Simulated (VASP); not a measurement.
# Sn (Im-3m) in VASP: notebook, part 2 of 2

VASP 6.6.1. The steps go on from the part before.

**6. Single point, PBE**

Input file INCAR:

```
PREC = Accurate
ENCUT = 500
EDIFF = 1E-6
ISMEAR = 0
SIGMA = 0.1
LREAL = F
LASPH = T
NELM = 120
ALGO = Normal
ISIF = 2
LWAVE = F
LCHARG = F
GGA = PE
NBANDS = 13
GGA_COMPAT = F
```

Input file KPOINTS:

```
regular mesh
0
Gamma
  4 4 4
```

Input file POSCAR:

```
Sn
1.0
   -1.8946518192      1.8946518192      1.8946518192
    1.8946518192     -1.8946518192      1.8946518192
    1.8946518192      1.8946518192     -1.8946518192
Sn
1
Direct
    0.0000000000      0.0000000000      0.0000000000
```

Potentials or basis: VASP PAW PBE potentials, release 64 (Sn_d).

Launch:

```console
cat potpaw_PBE.64/Sn_d/POTCAR > POTCAR
mpirun -np 1 vasp_std > vasp.out
```

OUTCAR:

```text
PREC = Accurate
   ENCUT = 500
   EDIFF = 1E-6
   ISMEAR = 0
   LREAL = F
   LASPH = T
   NELM = 120
   ISIF = 2
   GGA = PE

 ion  position               nearest neighbor table
   1  0.000  0.000  0.000-

  LATTYP: Found a body centered cubic cell.
 ALAT       =     3.7893036384

  Lattice vectors:

 A1 = (  -1.8946518192,   1.8946518192,   1.8946518192)
 A2 = (   1.8946518192,  -1.8946518192,   1.8946518192)
 A3 = (   1.8946518192,   1.8946518192,  -1.8946518192)

Analysis of symmetry for initial positions (statically):
=====================================================================
 Subroutine PRICEL returns:
 Original cell was already a primitive cell.

 Routine SETGRP: Setting up the symmetry group for a
 body centered cubic supercell.

 Subroutine GETGRP returns: Found 48 space group operations
 (whereof 48 operations were pure point group operations)
 out of a pool of 48 trial point group operations.

The static configuration has the point symmetry O_h .

Analysis of symmetry for dynamics (positions and initial velocities):
=====================================================================
 Subroutine PRICEL returns:
 Original cell was already a primitive cell.

 Routine SETGRP: Setting up the symmetry group for a
 body centered cubic supercell.

 Subroutine GETGRP returns: Found 48 space group operations
 (whereof 48 operations were pure point group operations)
 out of a pool of 48 trial point group operations.

The dynamic configuration has the point symmetry O_h .

 Subroutine INISYM returns: Found 48 space group operations
 (whereof 48 operations are pure point group operations),
 and found     1 'primitive' translations

----------------------------------------------------------------------------------------

                                     Primitive cell

  volume of cell :      27.2050

  direct lattice vectors                    reciprocal lattice vectors
    -1.894651819  1.894651819  1.894651819     0.000000000  0.263900731  0.263900731
     1.894651819 -1.894651819  1.894651819     0.263900731  0.000000000  0.263900731
     1.894651819  1.894651819 -1.894651819     0.263900731  0.263900731  0.000000000

  length of vectors
     3.281633214  3.281633214  3.281633214     0.373211993  0.373211993  0.373211993

  position of ions in fractional coordinates (direct lattice)
     0.000000000  0.000000000  0.000000000

  ion indices of the primitive-cell ions
   primitive index   ion index
                 1           1

----------------------------------------------------------------------------------------

 KPOINTS: regular mesh

Automatic generation of k-mesh.
 Grid dimensions read from file:
 generate k-points for:    4    4    4

 Generating k-lattice:

  Cartesian coordinates                     Fractional coordinates (reciprocal lattice)
     0.000000000  0.065975183  0.065975183     0.250000000  0.000000000  0.000000000
     0.065975183  0.000000000  0.065975183     0.000000000  0.250000000  0.000000000
     0.065975183  0.065975183  0.000000000     0.000000000  0.000000000  0.250000000

  Length of vectors
     0.093302998  0.093302998  0.093302998

  Shift w.r.t. Gamma in fractional coordinates (k-lattice)
     0.000000000  0.000000000  0.000000000

 Subroutine IBZKPT returns following result:
 ===========================================

 Found      8 irreducible k-points:

 Following reciprocal coordinates:
            Coordinates               Weight
  0.000000  0.000000  0.000000      1.000000
  0.250000  0.000000  0.000000     12.000000
  0.500000  0.000000  0.000000      6.000000
  0.250000  0.250000  0.000000     24.000000
  0.250000  0.250000  0.250000      2.000000
 -0.250000  0.250000  0.250000      6.000000
  0.500000  0.500000  0.250000     12.000000
  0.500000  0.500000  0.500000      1.000000
   k-points           NKPTS =      8   k-points in BZ     NKDIM =      8   number of bands    NBANDS=     13
   number of dos      NEDOS =    301   number of ions     NIONS =      1
   total plane-waves  NPLWV =  13824
   dimension x,y,z NGX =    24 NGY =   24 NGZ =   24
   dimension x,y,z NGXF=    48 NGYF=   48 NGZF=   48
   ions per type =               1
   NGX,Y,Z   is equivalent  to a cutoff of  12.16, 12.16, 12.16 a.u.
   NGXF,Y,Z  is equivalent  to a cutoff of  24.32, 24.32, 24.32 a.u.
 SYSTEM =  unknown system
   PREC   = accura    normal or accurate (medium, high low for compatibility)
   ISTART =      0    job   : 0-new  1-cont  2-samecut
   ICHARG =      2    charge: 1-file 2-atom 10-const
   ISPIN  =      1    spin polarized calculation?
   LNONCOLLINEAR =      F non collinear calculations
   LSORBIT =      F    spin-orbit coupling
   LASPH  =      T    aspherical Exc in radial PAW
   ENCUT  =  500.0 eV  36.75 Ry    6.06 a.u.   5.98  5.98  5.98*2*pi/ulx,y,z
   NELM   =    120;   NELMIN=  2; NELMDL= -5     # of ELM steps
   EDIFF  = 0.1E-05   stopping-criterion for ELM
   LREAL  =      F    real-space projection
[... 7 lines left out ...]
   TEBEG  =    0.0;   TEEND  =   0.0 temperature during run
   PSTRESS=    0.0 pullay stress
   NELECT =      14.0000    total number of electrons
   NUPDOWN=      -1.0000    fix difference up-down
   EMIN   =  10.00;   EMAX   =-10.00  energy-range for DOS
   EFERMI =   0.00;   METHOD = LEGACY
   ISMEAR =     0;   SIGMA  =   0.10  broadening in eV -4-tet -1-fermi 0-gaus
   EFERMI_NEDOS =   21; number of points for ismear=-14 and -15
   IALGO  =     38    algorithm
   IMIX   =      4    mixing-type and parameters
     AMIX     =   0.40;   BMIX     =  1.00
     AMIX_MAG =   1.60;   BMIX_MAG =  1.00
  volume/ion in A,a.u.               =      27.20       183.59
  Fermi-wavevector in a.u.,A,eV,Ry     =   1.311902  2.479136 23.416813  1.721087
  Thomas-Fermi vector in A             =   2.442332
   LORBIT       =      0    0 simple, 1 ext, 2 COOP (PROOUT), +10 PAW based schemes
   GGA     = PE    functional components
   LHFCALC =     F    Hartree Fock is set to
   AEXX    =    0.0000 exact exchange contribution
   IVDW    =     0    specifies the selected vdW correction
   LEPSILON=     F    determine dielectric tensor
   LRPA    =     F    only Hartree local field effects (RPA)
 non-spin polarized calculation
 Gauss-broadening in eV      SIGMA  =   0.10
  energy-cutoff  :      500.00
  volume of cell :       27.20
 maximum number of plane-waves:       703
   NGX = 11   NGY = 11   NGZ = 11

 number of electron      13.9999996 magnetization

 Free energy of the ion-electron system (eV)
  ---------------------------------------------------
  ext. energy  EPLUGINS =         0.00000000
  ---------------------------------------------------
  free energy    TOTEN  =        -3.66916596 eV

  energy without entropy =       -3.64812433  energy(sigma->0) =       -3.65864514

 E-fermi :   7.9445     XC(G=0): -10.3673

 val. band max:        7.9370640834   @ k =   0.2500   0.2500   0.0000
 cond. band min:       9.0653554186   @ k =   0.5000   0.5000   0.2500
 fundamental gap:      1.1282913353
 Fermi energy:         7.9444627988

 k-point     1 :       0.0000    0.0000    0.0000
  band No.  band energies     occupation
      1     -13.5009      2.00000
      2     -13.5009      2.00000
      3     -13.5009      2.00000
      4     -13.3629      2.00000
      5     -13.3629      2.00000
      6      -3.0047      2.00000
      7      16.0342      0.00000
      8      16.0342      0.00000
      9      16.0342      0.00000
     10      20.1918      0.00000
     11      20.1918      0.00000
     12      20.1918      0.00000
     13      20.8021      0.00000

 k-point     2 :       0.2500    0.0000    0.0000
  band No.  band energies     occupation
      1     -13.5235      2.00000
      2     -13.4764      2.00000
      3     -13.3919      2.00000
      4     -13.3811      2.00000
      5     -13.3660      2.00000
      6      -1.6417      2.00000
      7       9.5747      0.00000
      8      13.2470      0.00000
      9      14.6167      0.00000
     10      16.9877      0.00000
     11      17.3367      0.00000
[... 83 lines left out ...]
 k-point     8 :       0.5000    0.5000    0.5000
  band No.  band energies     occupation
      1     -13.5201      2.00000
      2     -13.5201      2.00000
      3     -13.3005      2.00000
      4     -13.3005      2.00000
      5     -13.3005      2.00000
      6       5.5970      2.00000
      7       7.6005      2.00000
      8       7.6005      2.00000
      9       7.6005      2.00000
     10      11.9103      0.00000
     11      11.9103      0.00000
     12      26.2728      0.00000
     13      28.8899      0.00000

------------------------ aborting loop because EDIFF is reached ----------------------------------------

  FORCE on cell =-STRESS in cart. coord.  units (eV):
  Direction    XX          YY          ZZ          XY          YZ          ZX
  --------------------------------------------------------------------------------------
  -------------------------------------------------------------------------------------
  Total        0.1244507      0.1244507      0.1244507      0.0000000     -0.0000000     -0.0000000
  in kB        7.3292536      7.3292536      7.3292536      0.0000000     -0.0000000     -0.0000000
  external PRESSURE =       7.3292536 kB  Pullay stress =       0.0000000 kB

 VOLUME and BASIS-vectors are now :
 -----------------------------------------------------------------------------
  energy-cutoff  :      500.00
  volume of cell :       27.20
      direct lattice vectors                 reciprocal lattice vectors
    -1.894651819  1.894651819  1.894651819     0.000000000  0.263900731  0.263900731
     1.894651819 -1.894651819  1.894651819     0.263900731  0.000000000  0.263900731
     1.894651819  1.894651819 -1.894651819     0.263900731  0.263900731  0.000000000

 POSITION                                       TOTAL-FORCE (eV/Angst)
 -----------------------------------------------------------------------------------
      0.00000      0.00000      0.00000         0.000000      0.000000     -0.000000
 -----------------------------------------------------------------------------------
    total drift:                                0.000000      0.000000      0.000000

  FREE ENERGIE OF THE ION-ELECTRON SYSTEM (eV)
  ---------------------------------------------------
  free  energy   TOTEN  =        -3.6691659579 eV

  energy  without entropy=       -3.6481243290  energy(sigma->0) =       -3.65864514
```

Wall time 6.2 s (1 thread of Intel Xeon 8259CL, shared host); peak memory 0.13 GiB.

Results:

```
Free energy            : -3.6692 eV
Pressure               : 0.7 GPa
Band gap on the k mesh : zero (band 7 reaches 16.03 eV, above the bottom of band 8 at 6.62 eV)
```

Levels at points of the mesh, in eV from the Fermi level:
| k point | band 5 | band 6 | band 7 | band 8 | band 9 | band 10 |
| --- | --- | --- | --- | --- | --- | --- |
| (0.00, 0.00, 0.00) | -21.31 | -10.95 | 8.09 | 8.09 | 8.09 | 12.25 |
| (0.50, 0.00, 0.00) | -21.22 | -6.28 | -4.29 | 3.73 | 5.57 | 8.08 |
| (0.50, 0.50, 0.50) | -21.24 | -2.35 | -0.34 | -0.34 | -0.34 | 3.97 |

Caveat: the k points lie up to 0.59 Å⁻¹ apart; spin-orbit coupling is left out, which moves the levels of the heavy elements.
